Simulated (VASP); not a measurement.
# CsBr (Pm-3m) in VASP: a series of runs, part 2 of 2

VASP 6.6.1.

## Step 3: Single point, r2SCAN

This run uses another cell than the first one, of 40.29 Å³/atom.

POSCAR

```
CsBr
1.0
    4.3193780653      0.0000000000      0.0000000000
    0.0000000000      4.3193780653      0.0000000000
    0.0000000000      0.0000000000      4.3193780653
Cs Br
1 1
Direct
    0.0000000000      0.0000000000      0.0000000000
    0.5000000000      0.5000000000      0.5000000000
```

INCAR.step1

```
PREC     = Accurate       # precision mode
ENCUT    = 550            # plane-wave cutoff, eV
ISMEAR   = -1             # smearing method
SIGMA    = 0.02           # smearing width, eV
LREAL    = F              # projectors in reciprocal space
LASPH    = T              # aspherical terms in the spheres
NELM     = 120            # most SCF steps
NBANDS   = 15             # bands
GGA      = PE             # functional
ALGO     = Normal         # electronic algorithm
EDIFF    = 1E-5           # SCF threshold, eV
LWAVE    = T              # write WAVECAR
LCHARG   = F              # write CHGCAR
GGA_COMPAT= F
```

INCAR.step2

```
PREC     = Accurate       # precision mode
ENCUT    = 550            # plane-wave cutoff, eV
EDIFF    = 1E-6           # SCF threshold, eV
ISMEAR   = -1             # smearing method
SIGMA    = 0.02           # smearing width, eV
LREAL    = F              # projectors in reciprocal space
LASPH    = T              # aspherical terms in the spheres
NELM     = 120            # most SCF steps
ALGO     = Normal         # electronic algorithm
ISIF     = 2              # what is computed and relaxed
LWAVE    = F              # write WAVECAR
LCHARG   = F              # write CHGCAR
METAGGA  = R2SCAN         # meta-GGA
LMIXTAU  = T            
NBANDS   = 15             # bands
ISTART   = 1            
GGA_COMPAT= F
```

KPOINTS

```
Automatic mesh
0
Gamma
  6 6 6
```

Potentials or basis: VASP PAW PBE potentials, release 64 (Cs_sv, Br).

Run with:

```console
> cat potpaw_PBE.64/Cs_sv/POTCAR potpaw_PBE.64/Br/POTCAR > POTCAR
> cp INCAR.step1 INCAR
> mpirun -np 1 vasp_std > vasp.out
> cp INCAR.step2 INCAR
> mpirun -np 1 vasp_std > vasp.out
```

OUTCAR:

```text
PREC = Accurate
   ENCUT = 550
   EDIFF = 1E-6
   ISMEAR = -1
   LREAL = F
   LASPH = T
   NELM = 120
   ISIF = 2
   METAGGA = R2SCAN
   ISTART = 1

 ion  position               nearest neighbor table
   1  0.000  0.000  0.000-
   2  0.500  0.500  0.500-

  LATTYP: Found a simple cubic cell.
 ALAT       =     4.3193780653

  Lattice vectors:

 A1 = (   4.3193780653,   0.0000000000,   0.0000000000)
 A2 = (   0.0000000000,   4.3193780653,   0.0000000000)
 A3 = (   0.0000000000,   0.0000000000,   4.3193780653)

Analysis of symmetry for initial positions (statically):
=====================================================================
 Subroutine PRICEL returns:
 Original cell was already a primitive cell.

 Routine SETGRP: Setting up the symmetry group for a
 simple cubic supercell.

 Subroutine GETGRP returns: Found 48 space group operations
 (whereof 48 operations were pure point group operations)
 out of a pool of 48 trial point group operations.

[... 166 lines left out ...]
      1     -21.1131      2.00000
      2     -13.5454      2.00000
      3      -7.3399      2.00000
      4      -7.3399      2.00000
      5      -7.3399      2.00000
      6      -0.7785      2.00000
      7      -0.7785      2.00000
      8      -0.7785      2.00000
      9       4.4126      0.00000
     10       4.6492      0.00000
     11       4.6492      0.00000
     12       8.9765      0.00000
     13       8.9765      0.00000
     14       8.9765      0.00000
[... 329 lines left out ...]
      2     -13.3689      2.00000
      3      -7.7247      2.00000
      4      -7.7247      2.00000
      5      -7.7247      2.00000
      6      -1.9003      2.00000
      7      -1.9003      2.00000
      8      -1.9003      2.00000
      9       8.1197      0.00000
     10       8.1197      0.00000
     11       8.1197      0.00000
     12       9.0053      0.00000
     13       9.0053      0.00000
     14       9.0053      0.00000
     15      11.0639      0.00000

------------------------ aborting loop because EDIFF is reached ----------------------------------------

  FORCE on cell =-STRESS in cart. coord.  units (eV):
  Direction    XX          YY          ZZ          XY          YZ          ZX
  --------------------------------------------------------------------------------------
  -------------------------------------------------------------------------------------
  Total        0.0477131      0.0477131      0.0477131      0.0000000     -0.0000000      0.0000000
  in kB        0.9486025      0.9486025      0.9486025      0.0000000     -0.0000000      0.0000000
  external PRESSURE =       0.9486025 kB  Pullay stress =       0.0000000 kB

 VOLUME and BASIS-vectors are now :
 -----------------------------------------------------------------------------
  energy-cutoff  :      550.00
  volume of cell :       80.59
      direct lattice vectors                 reciprocal lattice vectors
     4.319378065  0.000000000  0.000000000     0.231514812  0.000000000  0.000000000
     0.000000000  4.319378065  0.000000000     0.000000000  0.231514812  0.000000000
     0.000000000  0.000000000  4.319378065     0.000000000  0.000000000  0.231514812

 POSITION                                       TOTAL-FORCE (eV/Angst)
 -----------------------------------------------------------------------------------
      0.00000      0.00000      0.00000         0.000000      0.000000      0.000000
      2.15969      2.15969      2.15969         0.000000      0.000000      0.000000
 -----------------------------------------------------------------------------------
    total drift:                                0.000000      0.000000      0.000000

  FREE ENERGIE OF THE ION-ELECTRON SYSTEM (eV)
  ---------------------------------------------------
  free  energy   TOTEN  =       -42.3253697415 eV

  energy  without entropy=      -42.3253697415  energy(sigma->0) =      -42.32536974
```

OUTCAR.step1:

```text
PREC = Accurate
   ENCUT = 550
   ISMEAR = -1
   LREAL = F
   LASPH = T
   NELM = 120
[... 572 lines left out ...]
 -----------------------------------------------------------------------------------
      0.00000      0.00000      0.00000         0.000000      0.000000      0.000000
      2.15969      2.15969      2.15969         0.000000      0.000000      0.000000
 -----------------------------------------------------------------------------------
    total drift:                                0.000000      0.000000      0.000000

  FREE ENERGIE OF THE ION-ELECTRON SYSTEM (eV)
  ---------------------------------------------------
  free  energy   TOTEN  =        -6.0150618134 eV

  energy  without entropy=       -6.0150618134  energy(sigma->0) =       -6.01506181
```

OSZICAR.step1:

```text
N       E                     dE             d eps       ncg     rms          rms(c)
DAV:   1     0.901900432476E+02    0.90190E+02   -0.66706E+03   600   0.939E+02
DAV:   2     0.105515427587E+01   -0.89135E+02   -0.80650E+02   817   0.156E+02
DAV:   3    -0.622070843119E+01   -0.72759E+01   -0.72517E+01   810   0.486E+01
DAV:   4    -0.628369908300E+01   -0.62991E-01   -0.62987E-01   663   0.538E+00
DAV:   5    -0.628405056595E+01   -0.35148E-03   -0.35148E-03   831   0.417E-01    0.180E+00
DAV:   6    -0.604975183824E+01    0.23430E+00   -0.21816E-01   733   0.246E+00    0.104E+00
DAV:   7    -0.601202667889E+01    0.37725E-01   -0.12575E-01   761   0.181E+00    0.609E-01
DAV:   8    -0.601515973977E+01   -0.31331E-02   -0.13869E-02   691   0.691E-01    0.119E-01
DAV:   9    -0.601495472026E+01    0.20502E-03   -0.14278E-03   761   0.199E-01    0.679E-02
DAV:  10    -0.601505758127E+01   -0.10286E-03   -0.20381E-04   663   0.954E-02    0.166E-02
DAV:  11    -0.601506181345E+01   -0.42322E-05   -0.26459E-05   712   0.302E-02
   1 F= -.60150618E+01 E0= -.60150618E+01  d E =-.233062E-12
```

It took 85 s on 1 thread of Intel Xeon Platinum 8488C (Sapphire Rapids), shared host; peak memory 0.22 GiB.

What came out:

```
Free energy            : -42.3254 eV
Pressure               : 0.1 GPa
Band gap on the k mesh : 5.19 eV
```

Caveat: the PAW data sets were made with another functional, which shifts forces and pressure a little; spin-orbit coupling is left out, which moves the levels of the heavy elements.
